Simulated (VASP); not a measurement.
# Mn (P6_3/mmc) in VASP: notebook

The runs below take Mn through single point, with r2SCAN.

Everything below comes from runs of VASP 6.6.1. Logs are shortened: lines on timing, memory, paths and dates and some standing lists are left out, and cuts for length are marked.

**1. The cell of the first run**

The structure is hexagonal, space group P6_3/mmc (No. 194). The conventional cell has a = 2.457 Å, b = 2.457 Å, c = 3.987 Å, α = 90.00°, β = 90.00°, γ = 120.00°. Within 3.2 Å of Mn (site symmetry -6m2) lie 12 Mn at 2.45 to 2.46 Å.

**2. Single point, r2SCAN**

File POSCAR:

```
Mn
1.0
    2.4570490979      0.0000000000      0.0000000000
   -1.2285245489      2.1278669372      0.0000000000
    0.0000000000      0.0000000000      3.9868346924
Mn
2
Direct
    0.3333333333      0.6666666667      0.2500000000
    0.6666666667      0.3333333333      0.7500000000
```

File INCAR.step1:

```
PREC = Accurate
ENCUT = 520
ISMEAR = -1
SIGMA = 0.1
LREAL = F
LASPH = T
NELM = 80
NBANDS = 20
GGA = PE
ALGO = Normal
EDIFF = 1E-4
LWAVE = T
LCHARG = F
```

File INCAR.step2:

```
PREC = Accurate
ENCUT = 520
EDIFF = 1E-7
ISMEAR = -1
SIGMA = 0.1
LREAL = F
LASPH = T
NELM = 80
ALGO = Normal
ISIF = 2
LWAVE = F
LCHARG = F
METAGGA = R2SCAN
LMIXTAU = T
NBANDS = 20
ISTART = 1
```

File KPOINTS:

```
Automatic mesh
0
Gamma
  8 8 4
```

Potentials or basis: VASP PAW PBE potentials, release 64 (Mn_pv).

Command:

```sh
> cat potpaw_PBE.64/Mn_pv/POTCAR > POTCAR
> cp INCAR.step1 INCAR
> mpirun -np 1 vasp_std > vasp.out
> cp INCAR.step2 INCAR
> mpirun -np 1 vasp_std > vasp.out
```

OUTCAR:

```text
PREC = Accurate
   ENCUT = 520
   EDIFF = 1E-7
   ISMEAR = -1
   LREAL = F
   LASPH = T
   NELM = 80
   ISIF = 2
   METAGGA = R2SCAN
   ISTART = 1

 ion  position               nearest neighbor table
   1  0.333  0.667  0.250-   2 2.45   2 2.45   2 2.45   2 2.45   2 2.45   2 2.45
   2  0.667  0.333  0.750-   1 2.45   1 2.45   1 2.45   1 2.45   1 2.45   1 2.45

  LATTYP: Found a hexagonal cell.
 ALAT       =     2.4570490979
 C/A-ratio  =     1.6226109180

  Lattice vectors:

 A1 = (   2.4570490979,   0.0000000000,   0.0000000000)
 A2 = (  -1.2285245489,   2.1278669372,   0.0000000000)
 A3 = (   0.0000000000,   0.0000000000,   3.9868346924)

Analysis of symmetry for initial positions (statically):
=====================================================================
 Subroutine PRICEL returns:
 Original cell was already a primitive cell.

 Routine SETGRP: Setting up the symmetry group for a
 hexagonal supercell.

 Subroutine GETGRP returns: Found 24 space group operations
 (whereof 12 operations were pure point group operations)
 out of a pool of 24 trial point group operations.

The static configuration has the point symmetry D_3d.
 The point group associated with its full space group is D_6h.

Analysis of symmetry for dynamics (positions and initial velocities):
=====================================================================
 Subroutine PRICEL returns:
 Original cell was already a primitive cell.

 Routine SETGRP: Setting up the symmetry group for a
 hexagonal supercell.

 Subroutine GETGRP returns: Found 24 space group operations
 (whereof 12 operations were pure point group operations)
 out of a pool of 24 trial point group operations.

The dynamic configuration has the point symmetry D_3d.
 The point group associated with its full space group is D_6h.

 Subroutine INISYM returns: Found 24 space group operations
 (whereof 12 operations are pure point group operations),
 and found     1 'primitive' translations

----------------------------------------------------------------------------------------

                                     Primitive cell

  volume of cell :      20.8443

  direct lattice vectors                    reciprocal lattice vectors
     2.457049098  0.000000000  0.000000000     0.406992274  0.234977099  0.000000000
[... 75 lines left out ...]
   NGXF,Y,Z  is equivalent  to a cutoff of  24.36, 24.36, 25.02 a.u.
 SYSTEM =  unknown system
   PREC   = accura    normal or accurate (medium, high low for compatibility)
   ISTART =      1    job   : 0-new  1-cont  2-samecut
   ICHARG =      0    charge: 1-file 2-atom 10-const
   ISPIN  =      1    spin polarized calculation?
   LNONCOLLINEAR =      F non collinear calculations
   LSORBIT =      F    spin-orbit coupling
   LASPH  =      T    aspherical Exc in radial PAW
   ENCUT  =  520.0 eV  38.22 Ry    6.18 a.u.   4.57  4.57  7.41*2*pi/ulx,y,z
   NELM   =     80;   NELMIN=  2; NELMDL=  0     # of ELM steps
   EDIFF  = 0.1E-06   stopping-criterion for ELM
   LREAL  =      F    real-space projection
   EDIFFG = 0.1E-05   stopping-criterion for IOM
   NSW    =      0    number of steps for IOM
   IBRION =     -1    ionic relax: 0-MD 1-quasi-New 2-CG
   NFREE  =      0    steps in history (QN), initial steepest desc. (CG)
   ISIF   =      2    stress and relaxation
   ISYM   =      2    0-nonsym 1-usesym 2-fastsym
   POTIM  = 0.5000    time-step for ionic-motion
   TEBEG  =    0.0;   TEEND  =   0.0 temperature during run
   PSTRESS=    0.0 pullay stress
   NELECT =      26.0000    total number of electrons
   NUPDOWN=      -1.0000    fix difference up-down
   EMIN   =  10.00;   EMAX   =-10.00  energy-range for DOS
   EFERMI =   0.00;   METHOD = LEGACY
   ISMEAR =    -1;   SIGMA  =   0.10  broadening in eV -4-tet -1-fermi 0-gaus
   EFERMI_NEDOS =   21; number of points for ismear=-14 and -15
   IALGO  =     38    algorithm
   IMIX   =      4    mixing-type and parameters
     AMIX     =   0.40;   BMIX     =  1.00
     AMIX_MAG =   1.60;   BMIX_MAG =  1.00
  volume/ion in A,a.u.               =      10.42        70.33
  Fermi-wavevector in a.u.,A,eV,Ry     =   1.762262  3.330192 42.253801  3.105567
  Thomas-Fermi vector in A             =   2.830669
   LORBIT       =      0    0 simple, 1 ext, 2 COOP (PROOUT), +10 PAW based schemes
   METAGGA = R2SCAN    functional components
   LHFCALC =     F    Hartree Fock is set to
   AEXX    =    0.0000 exact exchange contribution
   IVDW    =     0    specifies the selected vdW correction
   LEPSILON=     F    determine dielectric tensor
   LRPA    =     F    only Hartree local field effects (RPA)
 non-spin polarized calculation
  energy-cutoff  :      520.00
  volume of cell :       20.84
 maximum number of plane-waves:       578
   NGX =  9   NGY =  9   NGZ = 15

 number of electron      26.0000030 magnetization

 Free energy of the ion-electron system (eV)
  ---------------------------------------------------
  ext. energy  EPLUGINS =         0.00000000
  ---------------------------------------------------
  free energy    TOTEN  =       -28.56771421 eV

  energy without entropy =      -28.47391566  energy(sigma->0) =      -28.52081494

 E-fermi :  10.7122     XC(G=0): -15.6171

 val. band max:       10.6604552295   @ k =   0.1250  -0.0000   0.0000
 cond. band min:      10.7373608578   @ k =   0.2500   0.1250   0.5000
 fundamental gap:      0.0769056283
 Fermi energy:        10.7122417483

 k-point     1 :       0.0000    0.0000    0.0000
  band No.  band energies     occupation
      1     -39.4339      2.00000
      2     -38.6758      2.00000
      3     -38.6756      2.00000
      4     -38.5586      2.00000
      5     -38.5585      2.00000
      6     -38.5447      2.00000
[... 541 lines left out ...]
     19      23.7001      0.00000
     20      23.7001      0.00000

 [... further k-points ...]
[... 5 lines left out ...]
  --------------------------------------------------------------------------------------
  -------------------------------------------------------------------------------------
  Total        0.0557356      0.0557356      0.0280416      0.0000000      0.0000000      0.0000000
  in kB        4.2840711      4.2840711      2.1553976      0.0000000      0.0000000      0.0000000
  external PRESSURE =       3.5745133 kB  Pullay stress =       0.0000000 kB

 VOLUME and BASIS-vectors are now :
 -----------------------------------------------------------------------------
  energy-cutoff  :      520.00
  volume of cell :       20.84
      direct lattice vectors                 reciprocal lattice vectors
     2.457049098  0.000000000  0.000000000     0.406992274  0.234977099  0.000000000
    -1.228524549  2.127866937  0.000000000     0.000000000  0.469954198  0.000000000
     0.000000000  0.000000000  3.986834692     0.000000000  0.000000000  0.250825549

 POSITION                                       TOTAL-FORCE (eV/Angst)
 -----------------------------------------------------------------------------------
     -0.00000      1.41858      0.99671         0.000000     -0.000000      0.000000
      1.22852      0.70929      2.99013        -0.000000      0.000000      0.000000
 -----------------------------------------------------------------------------------
    total drift:                               -0.000000      0.000000     -0.000000

  FREE ENERGIE OF THE ION-ELECTRON SYSTEM (eV)
  ---------------------------------------------------
  free  energy   TOTEN  =       -28.5677142123 eV

  energy  without entropy=      -28.4739156591  energy(sigma->0) =      -28.52081494
```

It took 37 s on 1 thread of Intel Xeon 6975P-C, shared host; peak memory 0.14 GiB.

Results:

```
Free energy            : -28.5677 eV
Pressure               : 0.4 GPa
Band gap on the k mesh : zero (band 13 reaches 11.65 eV, above the bottom of band 14 at 9.61 eV)
```

Stress tensor (GPa, compression positive):
```
0.43 0.00 0.00
0.00 0.43 0.00
0.00 0.00 0.22
```

Levels at points of the mesh, in eV from the Fermi level:
```csv
k point,band 9,band 10,band 11,band 12,band 13,band 14,band 15,band 16,band 17,band 18
"(0.00, 0.00, 0.00)",-1.09,-1.02,-1.02,-0.52,-0.52,0.09,0.09,0.57,1.75,1.75
"(0.50, 0.00, 0.00)",-4.03,-1.55,-1.21,-1.03,-0.48,1.96,2.13,2.19,3.79,6.07
"(0.00, 0.00, 0.50)",-1.72,-1.72,-1.10,-1.10,-1.10,-1.10,1.30,1.30,1.30,1.30
"(0.50, 0.00, 0.50)",-2.90,-2.90,0.23,0.23,0.84,0.84,2.10,2.10,3.33,3.33
```

Caveat: the k points lie up to 0.39 Å⁻¹ apart; the PAW data sets were made with another functional, which shifts forces and pressure a little; the run has no spin polarisation, though such a crystal can be magnetic.

**3. Single point, r2SCAN, collinear spin, antiferromagnetic start (volume scaled by 0.88)**

File POSCAR:

```
Mn
1.0
    2.7101812532      0.0000000000      0.0000000000
   -1.3550906266      2.3470858142      0.0000000000
    0.0000000000      0.0000000000      4.1000443009
Mn
2
Direct
    0.3333333333      0.6666666667      0.2500000000
    0.6666666667      0.3333333333      0.7500000000
```

File INCAR.step1:

```
SYSTEM = Mn
PREC     = Accurate       ! precision mode
ENCUT    = 520            ! plane-wave cutoff, eV
ISMEAR   = -1             ! smearing method
SIGMA    = 0.05           ! smearing width, eV
LREAL    = .FALSE.        ! projectors in reciprocal space
LASPH    = .TRUE.         ! aspherical terms in the spheres
NELM     = 150            ! most SCF steps
ISPIN    = 2              ! spin polarisation
MAGMOM   = 3.709 -3.709   ! initial moments
LMAXMIX  = 4              ! l up to which the mixer works
NBANDS   = 24             ! bands
GGA      = PE             ! functional
ALGO     = Normal         ! electronic algorithm
EDIFF    = 1E-4           ! SCF threshold, eV
LWAVE    = .TRUE.         ! write WAVECAR
LCHARG   = .FALSE.        ! write CHGCAR
```

File INCAR.step2:

```
SYSTEM = Mn
PREC     = Accurate       ! precision mode
ENCUT    = 520            ! plane-wave cutoff, eV
EDIFF    = 1E-6           ! SCF threshold, eV
ISMEAR   = -1             ! smearing method
SIGMA    = 0.05           ! smearing width, eV
LREAL    = .FALSE.        ! projectors in reciprocal space
LASPH    = .TRUE.         ! aspherical terms in the spheres
NELM     = 150            ! most SCF steps
ALGO     = Normal         ! electronic algorithm
ISIF     = 2              ! what is computed and relaxed
LWAVE    = .FALSE.        ! write WAVECAR
LCHARG   = .TRUE.         ! write CHGCAR
ISPIN    = 2              ! spin polarisation
MAGMOM   = 3.709 -3.709   ! initial moments
LORBIT   = 11             ! projections on sites
LMAXMIX  = 4              ! l up to which the mixer works
METAGGA  = R2SCAN         ! meta-GGA
LMIXTAU  = .TRUE.       
LELF     = .TRUE.         ! ELF
LVHAR    = .TRUE.       
NBANDS   = 24             ! bands
ISTART   = 1
```

File KPOINTS:

```
regular mesh
0
G
  14 14 8
  0 0 0
```

Potentials or basis: VASP PAW PBE potentials, release 64 (Mn_pv).

Command:

```sh
> cat potpaw_PBE.64/Mn_pv/POTCAR > POTCAR
> cp INCAR.step1 INCAR
> mpirun -np 1 vasp_std > vasp.out
> cp INCAR.step2 INCAR
> mpirun -np 1 vasp_std > vasp.out
```

Run time: 5.5 min. Hardware: 1 thread of Intel Xeon 6975P-C (Granite Rapids), shared host; peak memory 0.22 GiB.

It converged, with:

* Free energy: -29.2204 eV
* Pressure: 11.2 GPa
* Band gap on the k mesh: zero (filled and empty bands overlap)
* Net moment: 0.00 μB per cell
* Site moments: Mn +3.40, -3.40 μB
* Valence electrons inside the program's atomic spheres: Mn 11.71

Stress tensor (GPa, compression positive):
```
11.85  0.00  0.00
 0.00 11.85  0.00
 0.00  0.00 10.02
```

Levels at points of the mesh, in eV from the Fermi level:
Spin up:
| k point | band 9 | band 10 | band 11 | band 12 | band 13 | band 14 | band 15 | band 16 | band 17 | band 18 |
| --- | --- | --- | --- | --- | --- | --- | --- | --- | --- | --- |
| (0.00, 0.00, 0.00) | -3.17 | -3.17 | -2.21 | -2.21 | -0.26 | -0.12 | 1.18 | 1.18 | 2.29 | 2.29 |
| (0.50, 0.00, 0.00) | -4.29 | -2.81 | -2.50 | -1.39 | -0.60 | 0.05 | 1.64 | 2.28 | 3.42 | 4.84 |
| (0.00, 0.00, 0.50) | -3.46 | -3.24 | -3.24 | -2.29 | -2.29 | 0.39 | 1.46 | 1.46 | 2.27 | 2.27 |
| (0.50, 0.00, 0.50) | -3.59 | -2.50 | -1.65 | -1.40 | -1.01 | 0.82 | 1.44 | 1.50 | 2.83 | 3.43 |
Spin down:
| k point | band 10 | band 11 | band 12 | band 13 | band 14 | band 15 | band 16 | band 17 |
| --- | --- | --- | --- | --- | --- | --- | --- | --- |
| (0.00, 0.00, 0.00) | -3.17 | -2.21 | -2.21 | -0.26 | -0.12 | 1.18 | 1.18 | 2.29 |
| (0.50, 0.00, 0.00) | -2.81 | -2.50 | -1.39 | -0.60 | 0.05 | 1.64 | 2.28 | 3.42 |
| (0.00, 0.00, 0.50) | -3.24 | -3.24 | -2.29 | -2.29 | 0.39 | 1.46 | 1.46 | 2.27 |
| (0.50, 0.00, 0.50) | -2.50 | -1.65 | -1.40 | -1.01 | 0.82 | 1.44 | 1.50 | 2.83 |

Caveat: the PAW data sets were made with another functional, which shifts forces and pressure a little.

**4. Single point, r2SCAN, collinear spin, antiferromagnetic start (volume scaled by 0.92)**

File POSCAR:

```
Mn
1.0
    2.7506376842      0.0000000000      0.0000000000
   -1.3753188421      2.3821221111      0.0000000000
    0.0000000000      0.0000000000      4.1612480152
Mn
2
Direct
    0.3333333333      0.6666666667      0.2500000000
    0.6666666667      0.3333333333      0.7500000000
```

File INCAR.step1:

```
SYSTEM = Mn
ALGO = Normal
EDIFF = 1E-4
ENCUT = 520
GGA = PE
ISMEAR = -1
ISPIN = 2
LASPH = .True.
LCHARG = .False.
LMAXMIX = 4
LREAL = .False.
LWAVE = .True.
MAGMOM = 3.709 -3.709
NBANDS = 24
NELM = 150
PREC = Accurate
SIGMA = 0.05
```

File INCAR.step2:

```
SYSTEM = Mn
ALGO = Normal
EDIFF = 1E-6
ENCUT = 520
ISIF = 2
ISMEAR = -1
ISPIN = 2
ISTART = 1
LASPH = .True.
LCHARG = .True.
LELF = .True.
LMAXMIX = 4
LMIXTAU = .True.
LORBIT = 11
LREAL = .False.
LVHAR = .True.
LWAVE = .False.
MAGMOM = 3.709 -3.709
METAGGA = R2SCAN
NBANDS = 24
NELM = 150
PREC = Accurate
SIGMA = 0.05
```

File KPOINTS:

```
k-points
0
Gamma
  14 14 8
  0 0 0
```

Command:

```sh
> cat potpaw_PBE.64/Mn_pv/POTCAR > POTCAR
> cp INCAR.step1 INCAR
> mpirun -np 1 vasp_std > vasp.out
> cp INCAR.step2 INCAR
> mpirun -np 1 vasp_std > vasp.out
```

Wall time 5.3 min (1 thread of Intel Xeon 6975P-C (Granite Rapids), shared host); peak memory 0.22 GiB.

The run converged. Its results:

```
Free energy                                           : -29.2871 eV
Pressure                                              : 7.1 GPa
Band gap on the k mesh                                : zero (filled and empty bands overlap)
Net moment                                            : 0.00 μB per cell
Site moments                                          : Mn +3.52, -3.52 μB
Valence electrons inside the program's atomic spheres : Mn 11.65
```

Stress tensor (GPa, compression positive):
```
7.47 0.00 0.00
0.00 7.47 0.00
0.00 0.00 6.24
```

Levels at points of the mesh, in eV from the Fermi level:
Spin up:
| k point | band 11 | band 12 | band 13 | band 14 | band 15 | band 16 |
| --- | --- | --- | --- | --- | --- | --- |
| (0.00, 0.00, 0.00) | -2.33 | -2.33 | -0.23 | -0.21 | 1.25 | 1.25 |
| (0.50, 0.00, 0.00) | -2.46 | -1.59 | -0.55 | 0.04 | 1.44 | 2.23 |
| (0.00, 0.00, 0.50) | -3.31 | -2.40 | -2.40 | 0.51 | 1.49 | 1.49 |
| (0.50, 0.00, 0.50) | -1.60 | -1.57 | -1.08 | 0.82 | 1.26 | 1.53 |
Spin down:
```csv
k point,band 11,band 12,band 13,band 14,band 15,band 16
"(0.00, 0.00, 0.00)",-2.33,-2.33,-0.23,-0.21,1.25,1.25
"(0.50, 0.00, 0.00)",-2.46,-1.59,-0.55,0.04,1.44,2.23
"(0.00, 0.00, 0.50)",-3.31,-2.40,-2.40,0.51,1.49,1.49
"(0.50, 0.00, 0.50)",-1.60,-1.57,-1.08,0.82,1.26,1.53
```

Caveat: the PAW data sets were made with another functional, which shifts forces and pressure a little.

**5. Single point, r2SCAN, collinear spin, antiferromagnetic start (volume scaled by 0.96)**

File POSCAR:

```
Mn
1.0
    2.7899378179      0.0000000000      0.0000000000
   -1.3949689089      2.4161570253      0.0000000000
    0.0000000000      0.0000000000      4.2207024481
Mn
2
Direct
    0.3333333333      0.6666666667      0.2500000000
    0.6666666667      0.3333333333      0.7500000000
```

File INCAR.step1:

```
SYSTEM = Mn
PREC = Accurate
ENCUT = 520
ISMEAR = -1
SIGMA = 0.05
LREAL = .False.
LASPH = .True.
NELM = 150
ISPIN = 2
MAGMOM = 3.709 -3.709
LMAXMIX = 4
NBANDS = 24
GGA = PE
ALGO = Normal
EDIFF = 1E-4
LWAVE = .True.
LCHARG = .False.
```

File INCAR.step2:

```
SYSTEM = Mn
PREC = Accurate
ENCUT = 520
EDIFF = 1E-6
ISMEAR = -1
SIGMA = 0.05
LREAL = .False.
LASPH = .True.
NELM = 150
ALGO = Normal
ISIF = 2
LWAVE = .False.
LCHARG = .False.
ISPIN = 2
MAGMOM = 3.709 -3.709
LORBIT = 11
LMAXMIX = 4
METAGGA = R2SCAN
LMIXTAU = .True.
NBANDS = 24
ISTART = 1
```

File KPOINTS:

```
Automatic mesh
0
Gamma
  14 14 8
  0 0 0
```

Command:

```sh
> cat potpaw_PBE.64/Mn_pv/POTCAR > POTCAR
> cp INCAR.step1 INCAR
> mpirun -np 1 vasp_std > vasp.out
> cp INCAR.step2 INCAR
> mpirun -np 1 vasp_std > vasp.out
```

It took 4.2 min on 1 thread of Intel Xeon 6975P-C (Granite Rapids), shared host; peak memory 0.24 GiB.

The run converged. Its results:

```yaml
Free_energy: -29.3259 eV
Pressure: 3.3 GPa
Band_gap_on_the_k_mesh: zero (filled and empty bands overlap)
Net_moment: 0.00 μB per cell
Site_moments: Mn +3.62, -3.62 μB
Valence_electrons_inside_the_program's_atomic_spheres: Mn 11.60
```

Stress tensor (GPa, compression positive):
```
3.36 0.00 0.00
0.00 3.36 0.00
0.00 0.00 3.18
```

Levels at points of the mesh, in eV from the Fermi level:
Spin up:
```
           k point  band 9  band 10  band 11  band 12  band 13  band 14  band 15  band 16  band 17  band 18
(0.00, 0.00, 0.00)   -3.30    -3.30    -2.44    -2.44    -0.31    -0.17     1.31     1.31     2.28     2.28
(0.50, 0.00, 0.00)   -4.21    -2.91    -2.41    -1.76    -0.48     0.02     1.29     2.21     3.32     4.53
(0.00, 0.00, 0.50)   -3.56    -3.35    -3.35    -2.49    -2.49     0.61     1.52     1.52     2.26     2.26
(0.50, 0.00, 0.50)   -3.56    -2.70    -1.76    -1.51    -1.12     0.82     1.11     1.57     2.68     3.33
```
Spin down:
```
           k point  band 10  band 11  band 12  band 13  band 14  band 15  band 16  band 17
(0.00, 0.00, 0.00)    -3.30    -2.44    -2.44    -0.31    -0.17     1.31     1.31     2.28
(0.50, 0.00, 0.00)    -2.91    -2.41    -1.76    -0.48     0.02     1.29     2.21     3.32
(0.00, 0.00, 0.50)    -3.35    -3.35    -2.49    -2.49     0.61     1.52     1.52     2.26
(0.50, 0.00, 0.50)    -2.70    -1.76    -1.51    -1.12     0.82     1.11     1.57     2.68
```

Caveat: the PAW data sets were made with another functional, which shifts forces and pressure a little.

(Part 1 of 2 ends here.)
